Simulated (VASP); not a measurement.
# In (I4_1/amd) in VASP: single point with r2SCAN

Aim: the single point of In with r2SCAN.

Everything below comes from runs of VASP 6.6.1. Logs are shortened: lines on timing, memory, paths and dates and some standing lists are left out, and cuts for length are marked.

## 1. The cell of the first run

The structure is tetragonal, space group I4_1/amd (No. 141). Conventional cell: a = 5.946 Å, b = 5.946 Å, c = 3.108 Å, α = 90.00°, β = 90.00°, γ = 90.00°. Within 4.0 Å of In (site symmetry -4m2) lie 10 In at 3.07 to 3.78 Å.

## 2. Single point, r2SCAN

POSCAR

```
In
1.0
   -2.9727611155      2.9727611155      1.5540734882
    2.9727611155     -2.9727611155      1.5540734882
    2.9727611155      2.9727611155     -1.5540734882
In
2
Direct
    0.0000000000      0.0000000000      0.0000000000
    0.7500000000      0.2500000000      0.5000000000
```

INCAR.step1

```
SYSTEM = In
  PREC = Accurate
  ENCUT = 520
  ISMEAR = 0
  SIGMA = 0.1
  LREAL = .FALSE.
  LASPH = .TRUE.
  NELM = 60
  NBANDS = 20
  GGA = PE
  ALGO = Normal
  EDIFF = 1E-4
  LWAVE = .TRUE.
  LCHARG = .FALSE.
```

INCAR.step2

```
SYSTEM = In
  PREC = Accurate
  ENCUT = 520
  EDIFF = 1E-6
  ISMEAR = 0
  SIGMA = 0.1
  LREAL = .FALSE.
  LASPH = .TRUE.
  NELM = 60
  ALGO = Normal
  ISIF = 2
  LWAVE = .FALSE.
  LCHARG = .FALSE.
  METAGGA = R2SCAN
  LMIXTAU = .TRUE.
  NBANDS = 20
  ISTART = 1
```

KPOINTS

```
regular mesh
0
G
  20 20 20
  0 0 0
```

Potentials or basis: VASP PAW PBE potentials, release 64 (In_d).

The run is started by

```
$ cat potpaw_PBE.64/In_d/POTCAR > POTCAR
$ cp INCAR.step1 INCAR
$ mpirun -np 1 vasp_std > vasp.out
$ cp INCAR.step2 INCAR
$ mpirun -np 1 vasp_std > vasp.out
```

OUTCAR:

```text
SYSTEM = In
   PREC = Accurate
   ENCUT = 520
   EDIFF = 1E-6
   ISMEAR = 0
   LREAL = .FALSE.
   LASPH = .TRUE.
   NELM = 60
   ISIF = 2
   METAGGA = R2SCAN
   ISTART = 1

 ion  position               nearest neighbor table
   1  0.000  0.000  0.000-   2 3.07   2 3.07   2 3.07   2 3.07   2 3.78   2 3.78   2 3.78   2 3.78

   2  0.750  0.250  0.500-   1 3.07   1 3.07   1 3.07   1 3.07   1 3.78   1 3.78   1 3.78   1 3.78

  LATTYP: Found a body centered tetragonal cell.
 ALAT       =     5.9455222310
 C/A-ratio  =     0.5227710629

  Lattice vectors:

 A1 = (  -2.9727611155,   2.9727611155,   1.5540734882)
 A2 = (   2.9727611155,  -2.9727611155,   1.5540734882)
 A3 = (   2.9727611155,   2.9727611155,  -1.5540734882)

Analysis of symmetry for initial positions (statically):
=====================================================================
 Subroutine PRICEL returns:
 Original cell was already a primitive cell.

 Routine SETGRP: Setting up the symmetry group for a
 body centered tetragonal supercell.

 Subroutine GETGRP returns: Found 16 space group operations
 (whereof  8 operations were pure point group operations)
 out of a pool of 16 trial point group operations.

The static configuration has the point symmetry D_2d.
 The point group associated with its full space group is D_4h.

Analysis of symmetry for dynamics (positions and initial velocities):
=====================================================================
 Subroutine PRICEL returns:
 Original cell was already a primitive cell.

 Routine SETGRP: Setting up the symmetry group for a
 body centered tetragonal supercell.

 Subroutine GETGRP returns: Found 16 space group operations
 (whereof  8 operations were pure point group operations)
 out of a pool of 16 trial point group operations.

The dynamic configuration has the point symmetry D_2d.
 The point group associated with its full space group is D_4h.

 Subroutine INISYM returns: Found 16 space group operations
 (whereof  8 operations are pure point group operations),
 and found     1 'primitive' translations

----------------------------------------------------------------------------------------

                                     Primitive cell

  volume of cell :      54.9353

  direct lattice vectors                    reciprocal lattice vectors
    -2.972761115  2.972761115  1.554073488     0.000000000  0.168193804  0.321735107
     2.972761115 -2.972761115  1.554073488     0.168193804  0.000000000  0.321735107
     2.972761115  2.972761115 -1.554073488     0.168193804  0.168193804  0.000000000

  length of vectors
     4.482160384  4.482160384  4.482160384     0.363046326  0.363046326  0.237861959

  position of ions in fractional coordinates (direct lattice)
     0.000000000  0.000000000  0.000000000
     0.750000000  0.250000000  0.500000000

  ion indices of the primitive-cell ions
   primitive index   ion index
                 1           1
                 2           2

----------------------------------------------------------------------------------------

 KPOINTS: regular mesh

Automatic generation of k-mesh.
 Grid dimensions read from file:
 generate k-points for:   20   20   20

 Generating k-lattice:

  Cartesian coordinates                     Fractional coordinates (reciprocal lattice)
     0.000000000  0.008409690  0.016086755     0.050000000  0.000000000 -0.000000000
     0.008409690  0.000000000  0.016086755     0.000000000  0.050000000 -0.000000000
     0.008409690  0.008409690  0.000000000     0.000000000  0.000000000  0.050000000

  Length of vectors
     0.018152316  0.018152316  0.011893098

  Shift w.r.t. Gamma in fractional coordinates (k-lattice)
     0.000000000  0.000000000  0.000000000

 Subroutine IBZKPT returns following result:
 ===========================================

 Found    641 irreducible k-points:

 Following reciprocal coordinates:
            Coordinates               Weight
  0.000000  0.000000  0.000000      1.000000
  0.050000  0.000000 -0.000000      8.000000
  0.100000  0.000000 -0.000000      8.000000
  0.150000  0.000000 -0.000000      8.000000
  0.200000  0.000000 -0.000000      8.000000
  0.250000  0.000000 -0.000000      8.000000
[... 16 lines left out ...]
 -0.400000  0.050000  0.000000     16.000000
 -0.350000  0.050000  0.000000     16.000000
 [... further k-points ...]
   k-points           NKPTS =    641   k-points in BZ     NKDIM =    641   number of bands    NBANDS=     20
   number of dos      NEDOS =    301   number of ions     NIONS =      2
   total plane-waves  NPLWV =  46656
   dimension x,y,z NGX =    36 NGY =   36 NGZ =   36
   dimension x,y,z NGXF=    72 NGYF=   72 NGZF=   72
   ions per type =               2
   NGX,Y,Z   is equivalent  to a cutoff of  13.35, 13.35, 13.35 a.u.
   NGXF,Y,Z  is equivalent  to a cutoff of  26.71, 26.71, 26.71 a.u.
 SYSTEM =  In
   PREC   = accura    normal or accurate (medium, high low for compatibility)
   ISTART =      1    job   : 0-new  1-cont  2-samecut
   ICHARG =      0    charge: 1-file 2-atom 10-const
   ISPIN  =      1    spin polarized calculation?
   LNONCOLLINEAR =      F non collinear calculations
   LSORBIT =      F    spin-orbit coupling
   LASPH  =      T    aspherical Exc in radial PAW
   ENCUT  =  520.0 eV  38.22 Ry    6.18 a.u.   8.33  8.33  8.33*2*pi/ulx,y,z
   NELM   =     60;   NELMIN=  2; NELMDL=  0     # of ELM steps
   EDIFF  = 0.1E-05   stopping-criterion for ELM
   LREAL  =      F    real-space projection
   EDIFFG = 0.1E-04   stopping-criterion for IOM
   NSW    =      0    number of steps for IOM
   IBRION =     -1    ionic relax: 0-MD 1-quasi-New 2-CG
   NFREE  =      0    steps in history (QN), initial steepest desc. (CG)
   ISIF   =      2    stress and relaxation
   ISYM   =      2    0-nonsym 1-usesym 2-fastsym
   POTIM  = 0.5000    time-step for ionic-motion
   TEBEG  =    0.0;   TEEND  =   0.0 temperature during run
   PSTRESS=    0.0 pullay stress
   NELECT =      26.0000    total number of electrons
   NUPDOWN=      -1.0000    fix difference up-down
   EMIN   =  10.00;   EMAX   =-10.00  energy-range for DOS
   EFERMI =   0.00;   METHOD = LEGACY
   ISMEAR =     0;   SIGMA  =   0.10  broadening in eV -4-tet -1-fermi 0-gaus
   EFERMI_NEDOS =   21; number of points for ismear=-14 and -15
   IALGO  =     38    algorithm
   IMIX   =      4    mixing-type and parameters
     AMIX     =   0.40;   BMIX     =  1.00
     AMIX_MAG =   1.60;   BMIX_MAG =  1.00
  volume/ion in A,a.u.               =      27.47       185.36
  Fermi-wavevector in a.u.,A,eV,Ry     =   1.275799  2.410910 22.145684  1.627662
  Thomas-Fermi vector in A             =   2.408491
   LORBIT       =      0    0 simple, 1 ext, 2 COOP (PROOUT), +10 PAW based schemes
   METAGGA = R2SCAN    functional components
   LHFCALC =     F    Hartree Fock is set to
   AEXX    =    0.0000 exact exchange contribution
   IVDW    =     0    specifies the selected vdW correction
   LEPSILON=     F    determine dielectric tensor
   LRPA    =     F    only Hartree local field effects (RPA)
 non-spin polarized calculation
 Gauss-broadening in eV      SIGMA  =   0.10
  energy-cutoff  :      520.00
  volume of cell :       54.94
 maximum number of plane-waves:      1517
 NGX is ok and might be reduce to    36
   NGX = 17   NGY = 17   NGZ = 17

 number of electron      26.0000009 magnetization

 Free energy of the ion-electron system (eV)
  ---------------------------------------------------
  ext. energy  EPLUGINS =         0.00000000
  ---------------------------------------------------
  free energy    TOTEN  =       -45.08421206 eV

  energy without entropy =      -45.07891706  energy(sigma->0) =      -45.08156456

 E-fermi :   6.8225     XC(G=0): -10.7207

 val. band max:        6.8141099606   @ k =  -0.3500   0.2000   0.0000
 cond. band min:       6.8236487960   @ k =   0.2500   0.2500  -0.0000
 fundamental gap:      0.0095388354
 Fermi energy:         6.8224859296

 k-point     1 :       0.0000    0.0000    0.0000
  band No.  band energies     occupation
      1      -8.6816      2.00000
      2      -8.5810      2.00000
      3      -8.5269      2.00000
      4      -8.5082      2.00000
      5      -8.1239      2.00000
      6      -8.1238      2.00000
[... 12 lines left out ...]
     19      17.3422      0.00000
     20      18.4731      0.00000

 k-point     2 :       0.0500    0.0000   -0.0000
  band No.  band energies     occupation
      1      -8.6791      2.00000
      2      -8.5694      2.00000
      3      -8.5116      2.00000
      4      -8.5040      2.00000
      5      -8.1375      2.00000
      6      -8.1371      2.00000
[... 12 lines left out ...]
     19      16.7259      0.00000
     20      18.4942      0.00000

 k-point     3 :       0.1000    0.0000   -0.0000
  band No.  band energies     occupation
      1      -8.6708      2.00000
      2      -8.5364      2.00000
      3      -8.4920      2.00000
      4      -8.4691      2.00000
      5      -8.1653      2.00000
      6      -8.1610      2.00000
[... 12 lines left out ...]
     19      15.5689      0.00000
     20      18.0446      0.00000

 k-point     4 :       0.1500    0.0000   -0.0000
  band No.  band energies     occupation
      1      -8.6561      2.00000
      2      -8.4870      2.00000
      3      -8.4732      2.00000
      4      -8.4073      2.00000
      5      -8.2018      2.00000
      6      -8.1861      2.00000
[... 12 lines left out ...]
     19      15.1688      0.00000
     20      17.1762      0.00000

 k-point     5 :       0.2000    0.0000   -0.0000
  band No.  band energies     occupation
      1      -8.6362      2.00000
      2      -8.4499      2.00000
      3      -8.4317      2.00000
      4      -8.3416      2.00000
      5      -8.2429      2.00000
      6      -8.2006      2.00000
[... 12 lines left out ...]
     19      14.6984      0.00000
     20      16.6495      0.00000
[... 353 lines left out ...]
      6      -8.2670      2.00000
[... 12 lines left out ...]
     19      15.8546      0.00000
     20      17.8673      0.00000

 k-point    22 :      -0.4500    0.0500    0.0000
  band No.  band energies     occupation
      1      -8.5568      2.00000
      2      -8.4338      2.00000
      3      -8.4198      2.00000
      4      -8.3546      2.00000
      5      -8.2854      2.00000
      6      -8.2549      2.00000
[... 12 lines left out ...]
     19      15.5751      0.00000
     20      16.8657      0.00000

 k-point    23 :      -0.4000    0.0500    0.0000
  band No.  band energies     occupation
      1      -8.5664      2.00000
      2      -8.4141      2.00000
      3      -8.3858      2.00000
      4      -8.3603      2.00000
      5      -8.2978      2.00000
      6      -8.2358      2.00000
[... 12 lines left out ...]
     19      15.5932      0.00000
     20      15.8626      0.00000

 k-point    24 :      -0.3500    0.0500    0.0000
  band No.  band energies     occupation
      1      -8.5811      2.00000
      2      -8.4024      2.00000
      3      -8.3775      2.00000
      4      -8.3419      2.00000
      5      -8.2985      2.00000
      6      -8.2121      2.00000
[... 12 lines left out ...]
     19      14.8292      0.00000
     20      15.9971      0.00000

 [... further k-points ...]

------------------------ aborting loop because EDIFF is reached ----------------------------------------

  FORCE on cell =-STRESS in cart. coord.  units (eV):
  Direction    XX          YY          ZZ          XY          YZ          ZX
  --------------------------------------------------------------------------------------
  -------------------------------------------------------------------------------------
  Total       -0.0010701     -0.0010701     -0.0072827      0.0000000     -0.0000000      0.0000000
  in kB       -0.0312095     -0.0312095     -0.2123975      0.0000000     -0.0000000      0.0000000
  external PRESSURE =      -0.0916055 kB  Pullay stress =       0.0000000 kB

 VOLUME and BASIS-vectors are now :
 -----------------------------------------------------------------------------
  energy-cutoff  :      520.00
  volume of cell :       54.94
      direct lattice vectors                 reciprocal lattice vectors
    -2.972761115  2.972761115  1.554073488     0.000000000  0.168193804  0.321735107
     2.972761115 -2.972761115  1.554073488     0.168193804  0.000000000  0.321735107
     2.972761115  2.972761115 -1.554073488     0.168193804  0.168193804  0.000000000

 POSITION                                       TOTAL-FORCE (eV/Angst)
 -----------------------------------------------------------------------------------
      0.00000      0.00000      0.00000         0.000000      0.000000      0.000000
     -0.00000      2.97276      0.77704        -0.000000     -0.000000     -0.000000
 -----------------------------------------------------------------------------------
    total drift:                               -0.000000      0.000000     -0.000000

  FREE ENERGIE OF THE ION-ELECTRON SYSTEM (eV)
  ---------------------------------------------------
  free  energy   TOTEN  =       -45.0842120635 eV

  energy  without entropy=      -45.0789170623  energy(sigma->0) =      -45.08156456
```

It took 57 min on 1 thread of Oxide Virtual Turin-like, shared host; peak memory 0.62 GiB.

Results:

```yaml
Free_energy: -45.0842 eV
Pressure: 0.0 GPa
Band_gap_on_the_k_mesh: zero (bands 13 and 14 overlap by 6.28 eV)
```

Caveat: the PAW data sets were made with another functional, which shifts forces and pressure a little; spin-orbit coupling is left out, which moves the levels of the heavy elements.
